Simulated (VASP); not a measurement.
Here is a VASP 6.6.1 calculation.

The input INCAR:

```
SYSTEM = Li2O
  PREC = Accurate
  ENCUT = 750
  EDIFF = 1E-6
  ISMEAR = -1
  SIGMA = 0.0178
  LREAL = .FALSE.
  LASPH = .TRUE.
  NELM = 120
  ALGO = Normal
  ISIF = 2
  LWAVE = .FALSE.
  LCHARG = .FALSE.
  GGA = PE
  NBANDS = 13
  GGA_COMPAT = .FALSE.
```

The input KPOINTS:

```
regular mesh
0
G
  7 7 7
  0 0 0
```

File POSCAR:

```
Li2O
1.0
    0.0000000000      2.3093130000      2.3093130000
    2.3093130000      0.0000000000      2.3093130000
    2.3093130000      2.3093130000      0.0000000000
O Li
1 2
Direct
    0.0000000000      0.0000000000      0.0000000000
    0.2500000000      0.2500000000      0.2500000000
    0.7500000000      0.7500000000      0.7500000000
```

Potentials or basis: VASP PAW PBE potentials, release 64 (O, Li_sv).

The run is started by

```bash
$ cat potpaw_PBE.64/O/POTCAR potpaw_PBE.64/Li_sv/POTCAR > POTCAR
$ mpirun -np 1 vasp_std > vasp.out
```

(1) Predict the band gap on the k mesh.

(2) Estimate the pressure.

Answers

(1) 5.14 eV, indirect (least direct gap 5.27 eV).

(2) 0.1 GPa.
